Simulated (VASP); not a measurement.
# K (Pm-3m) in VASP: further runs, part 2 of 3

VASP 6.6.1.

## Step 3: Single point, PBEsol

This run uses another cell than the first one, of 83.29 Å³/atom, 1.030 times its volume.

Contents of INCAR:

```
  PREC = Accurate
  ENCUT = 520
  EDIFF = 1E-6
  ISMEAR = -1
  SIGMA = 0.05
  LREAL = F
  LASPH = T
  NELM = 100
  ALGO = Normal
  ISIF = 2
  LWAVE = F
  LCHARG = F
  GGA = PS
  NBANDS = 10
```

Contents of KPOINTS:

```
Automatic mesh
0
Gamma
  6 6 6
```

Contents of POSCAR:

```
K
1.0
    4.3671618074      0.0000000000      0.0000000000
    0.0000000000      4.3671618074      0.0000000000
    0.0000000000      0.0000000000      4.3671618074
K
1
Direct
    0.0000000000      0.0000000000      0.0000000000
```

Potentials or basis: VASP PAW PBE potentials, release 64 (K_sv).

Started as:

```sh
$ cat potpaw_PBE.64/K_sv/POTCAR > POTCAR
$ mpirun -np 1 vasp_std > vasp.out
```

OUTCAR:

```text
PREC = Accurate
   ENCUT = 520
   EDIFF = 1E-6
   ISMEAR = -1
   LREAL = F
   LASPH = T
   NELM = 100
   ISIF = 2
   GGA = PS

 ion  position               nearest neighbor table
   1  0.000  0.000  0.000-

  LATTYP: Found a simple cubic cell.
 ALAT       =     4.3671618074

  Lattice vectors:

 A1 = (   4.3671618074,   0.0000000000,   0.0000000000)
 A2 = (   0.0000000000,   4.3671618074,   0.0000000000)
 A3 = (   0.0000000000,   0.0000000000,   4.3671618074)

Analysis of symmetry for initial positions (statically):
=====================================================================
 Subroutine PRICEL returns:
 Original cell was already a primitive cell.

 Routine SETGRP: Setting up the symmetry group for a
 simple cubic supercell.

 Subroutine GETGRP returns: Found 48 space group operations
 (whereof 48 operations were pure point group operations)
 out of a pool of 48 trial point group operations.

The static configuration has the point symmetry O_h .

Analysis of symmetry for dynamics (positions and initial velocities):
=====================================================================
 Subroutine PRICEL returns:
 Original cell was already a primitive cell.

 Routine SETGRP: Setting up the symmetry group for a
 simple cubic supercell.

 Subroutine GETGRP returns: Found 48 space group operations
 (whereof 48 operations were pure point group operations)
 out of a pool of 48 trial point group operations.

The dynamic configuration has the point symmetry O_h .

 Subroutine INISYM returns: Found 48 space group operations
 (whereof 48 operations are pure point group operations),
 and found     1 'primitive' translations

----------------------------------------------------------------------------------------

                                     Primitive cell

  volume of cell :      83.2910

[... 103 lines left out ...]
  Fermi-wavevector in a.u.,A,eV,Ry     =   0.779752  1.473517  8.272517  0.608013
  Thomas-Fermi vector in A             =   1.882921
   LORBIT       =      0    0 simple, 1 ext, 2 COOP (PROOUT), +10 PAW based schemes
   GGA     = PS    functional components
   LHFCALC =     F    Hartree Fock is set to
   AEXX    =    0.0000 exact exchange contribution
   IVDW    =     0    specifies the selected vdW correction
   LEPSILON=     F    determine dielectric tensor
   LRPA    =     F    only Hartree local field effects (RPA)
 non-spin polarized calculation
  energy-cutoff  :      520.00
  volume of cell :       83.29
 maximum number of plane-waves:      2272
   NGX = 17   NGY = 17   NGZ = 17

 number of electron       9.0000002 magnetization

 Free energy of the ion-electron system (eV)
  ---------------------------------------------------
  ext. energy  EPLUGINS =         0.00000000
  ---------------------------------------------------
  free energy    TOTEN  =        -1.01656032 eV

  energy without entropy =       -1.00639481  energy(sigma->0) =       -1.01147756

 E-fermi :  -0.3298     XC(G=0):  -5.3897

 val. band max:       -0.4499852986   @ k =   0.5000   0.0000   0.0000
 cond. band min:      -0.3261874365   @ k =   0.3333   0.3333   0.1667
 fundamental gap:      0.1237978621
 Fermi energy:        -0.3298247091

 k-point     1 :       0.0000    0.0000    0.0000
  band No.  band energies     occupation
      1     -32.6160      2.00000
      2     -16.1209      2.00000
      3     -16.1209      2.00000
      4     -16.1209      2.00000
      5      -2.3882      2.00000
      6       2.4876      0.00000
      7       2.4876      0.00000
      8       5.6826      0.00000
      9       5.6840      0.00000
     10       5.7464      0.00000
[... 235 lines left out ...]
 k-point    20 :       0.5000    0.5000    0.5000
  band No.  band energies     occupation
      1     -32.6057      2.00000
      2     -16.1775      2.00000
      3     -16.1775      2.00000
      4     -16.1775      2.00000
      5       1.9077      0.00000
      6       1.9077      0.00000
      7       1.9077      0.00000
      8       3.7190      0.00000
      9       3.7190      0.00000
     10       3.7191      0.00000

------------------------ aborting loop because EDIFF is reached ----------------------------------------

  FORCE on cell =-STRESS in cart. coord.  units (eV):
  Direction    XX          YY          ZZ          XY          YZ          ZX
  --------------------------------------------------------------------------------------
  -------------------------------------------------------------------------------------
  Total       -0.1236161     -0.1236161     -0.1236161     -0.0000000     -0.0000000     -0.0000000
  in kB       -2.3778687     -2.3778687     -2.3778687     -0.0000000     -0.0000000     -0.0000000
  external PRESSURE =      -2.3778687 kB  Pullay stress =       0.0000000 kB

 VOLUME and BASIS-vectors are now :
 -----------------------------------------------------------------------------
  energy-cutoff  :      520.00
  volume of cell :       83.29
      direct lattice vectors                 reciprocal lattice vectors
     4.367161807  0.000000000  0.000000000     0.228981669  0.000000000  0.000000000
     0.000000000  4.367161807  0.000000000     0.000000000  0.228981669  0.000000000
     0.000000000  0.000000000  4.367161807     0.000000000  0.000000000  0.228981669

 POSITION                                       TOTAL-FORCE (eV/Angst)
 -----------------------------------------------------------------------------------
      0.00000      0.00000      0.00000         0.000000      0.000000      0.000000
 -----------------------------------------------------------------------------------
    total drift:                                0.000000     -0.000000      0.000000

  FREE ENERGIE OF THE ION-ELECTRON SYSTEM (eV)
  ---------------------------------------------------
  free  energy   TOTEN  =        -1.0165603156 eV

  energy  without entropy=       -1.0063948060  energy(sigma->0) =       -1.01147756
```

OSZICAR:

```text
N       E                     dE             d eps       ncg     rms          rms(c)
DAV:   1     0.442860139057E+02    0.44286E+02   -0.34840E+03   400   0.663E+02
DAV:   2     0.493191226134E+00   -0.43793E+02   -0.43380E+02   422   0.189E+02
DAV:   3    -0.941339798875E+00   -0.14345E+01   -0.14313E+01   588   0.285E+01
DAV:   4    -0.101667243447E+01   -0.75333E-01   -0.75246E-01   524   0.533E+00
DAV:   5    -0.102038266589E+01   -0.37102E-02   -0.37077E-02   614   0.808E-01    0.159E+00
DAV:   6    -0.101783354361E+01    0.25491E-02   -0.36746E-03   528   0.427E-01    0.105E+00
DAV:   7    -0.101654807999E+01    0.12855E-02   -0.69927E-03   532   0.509E-01    0.949E-02
DAV:   8    -0.101655808340E+01   -0.10003E-04   -0.68454E-04   534   0.261E-01    0.357E-02
DAV:   9    -0.101656380568E+01   -0.57223E-05   -0.29742E-05   592   0.485E-02    0.160E-02
DAV:  10    -0.101656062542E+01    0.31803E-05   -0.94091E-06   560   0.249E-02    0.449E-03
DAV:  11    -0.101656031563E+01    0.30980E-06   -0.27652E-07   280   0.426E-03
   1 F= -.10165603E+01 E0= -.10114776E+01  d E =-.101655E-01
```

stdout:

```text
POSCAR found type information on POSCAR K
 POSCAR found :  1 types and       1 ions
 scaLAPACK will be used
 -----------------------------------------------------------------------------
|                                                                             |
|                                                                             |
|     You enforced a specific xc type in the INCAR file but a different       |
|     I HOPE YOU KNOW WHAT YOU ARE DOING!                                     |
|                                                                             |
 -----------------------------------------------------------------------------

 LDA part: xc-table for (Slater+PW92), standard interpolation
 POSCAR, INCAR and KPOINTS ok, starting setup
 FFT: planning ... GRIDC
 FFT: planning ... GRID_SOFT
 FFT: planning ... GRID
 WAVECAR not read
 entering main loop
```

It took 7.7 s on 1 thread of Intel Xeon 6975P-C, shared host; peak memory 0.17 GiB.

Results:

| Property | Result |
| --- | --- |
| Free energy | -1.0166 eV |
| Pressure | -0.2 GPa |

Levels at points of the mesh, in eV from the Fermi level:
```csv
k point,band 1,band 2,band 3,band 4,band 5,band 6,band 7,band 8,band 9
"(0.00, 0.00, 0.00)",-32.29,-15.79,-15.79,-15.79,-2.06,2.82,2.82,6.01,6.01
"(0.50, 0.00, 0.00)",-32.28,-15.87,-15.78,-15.78,-0.12,0.12,3.41,4.54,4.54
"(0.50, 0.50, 0.00)",-32.28,-15.86,-15.86,-15.78,1.12,1.94,2.01,2.01,4.97
"(0.50, 0.50, 0.50)",-32.28,-15.85,-15.85,-15.85,2.24,2.24,2.24,4.05,4.05
```

Caveat: the PAW data sets were made with another functional, which shifts forces and pressure a little.

[end of part 2 of 3]
